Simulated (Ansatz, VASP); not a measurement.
## Li2Se in VASP and in Ansatz

```xyz
3
Lattice="0.0000 2.9928 2.9928 2.9928 0.0000 2.9928 2.9928 2.9928 0.0000" Properties=species:S:1:pos:R:3 pbc="T T T"
Li    1.4964    1.4964    1.4964
Li    4.4892    4.4892    4.4892
Se    0.0000    0.0000    0.0000
```

Alike in both runs: task single point; functional HSE06; k mesh 8 × 8 × 8; occupations fermi-dirac, width 0.02 eV; no spin polarisation.

|  | VASP | Ansatz |
| --- | --- | --- |
| version | VASP 6.6.1 | Ansatz 0.2.0 |
| potentials or method | VASP PAW PBE potentials, release 64 (Li_sv, Se), cutoff 650 eV | PAW plane waves |
| valence electrons in the cell | 12 | 22 |

VASP gave:

```
gap on the k mesh at the Fermi level (eV) : 3.82
pressure (GPa)                            : -0.5
```

Problem. Which values does Ansatz return?

Solution. gap on the k mesh at the Fermi level (eV): 3.82; pressure (GPa): -0.3.

VASP's potentials hold 12 valence electrons a cell and Ansatz's 22, so a difference there can come from the potentials and not from the codes. Ansatz's warnings: stress exchange threshold loose, stress scf threshold loose.
